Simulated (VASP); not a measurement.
Write the native input for VASP 6.6.1 that does the following.

* Task: single point
* Functional: PBE
* Dispersion: D3(BJ)
* Potentials or basis: VASP PAW PBE potentials, release 64 (Mo_sv, S)
* Cutoff: 520 eV
* k mesh: 10 × 10 × 2, shifted
* Occupations: gaussian, width 0.05 eV
* Spin: no spin polarisation
* Dipole correction: no
* Further INCAR settings: ALGO = Normal; EDIFF = 1e-06; NBANDS = 49; ISYM = 0

The structure of MoS2 lies in POSCAR:

```
MoS2
1.0
   -1.5764743774     -2.7305337185      0.0000000000
    1.5764743774     -2.7305337185      0.0000000000
    0.7882371887     -1.3652668593     17.9896049492
Mo S
3 6
Direct
    1.0000000000      0.6449413642      0.7101172715
    0.3333333333      0.3116080309      0.0434506048
    0.6666666667      0.4782746976      0.3767839382
    1.0000000000      0.7681704368      0.4636591264
    0.3333333333     -0.0651628966      0.7969924598
    0.6666666667      0.6015037701      0.1303257931
    1.0000000000      0.8550881990      0.2898236021
    0.3333333333      0.0217548656      0.6231569354
    0.6666666667      0.1884215323      0.9564902687
```

One way to write it, as run:

INCAR

```
ALGO = Normal
EDIFF = 1E-6
ENCUT = 520
GGA = PE
ISIF = 2
ISMEAR = 0
ISYM = 0
IVDW = 12
LASPH = True
LCHARG = True
LELF = True
LREAL = False
LVHAR = True
LWAVE = False
NBANDS = 49
NELM = 60
PREC = Accurate
SIGMA = 0.05
```

KPOINTS

```
Automatic mesh
0
Gamma
  10 10 2
  0.5 0.5 0.5
```

Potentials or basis: VASP PAW PBE potentials, release 64 (Mo_sv, S).

The run is started by

```sh
$ cat potpaw_PBE.64/Mo_sv/POTCAR potpaw_PBE.64/S/POTCAR > POTCAR
$ mpirun -np 1 vasp_std > vasp.out
```

It gave:

- Pressure: 11.8 GPa
- Largest force: 17.559 eV/Å
- Band gap on the k mesh: 0.05 eV (least direct gap 0.27 eV)
- Dispersion energy per atom: -0.441 eV

Caveat: the cell stands under pressure; a shifted mesh leaves out Γ, where band edges can lie; forces of over 1 eV/Å act on the atoms, so gaps and moduli don't describe the material at rest.

Wall time 25 min on 1 thread of Oxide Virtual Turin-like Processor (shared host), peak memory 0.62 GiB.
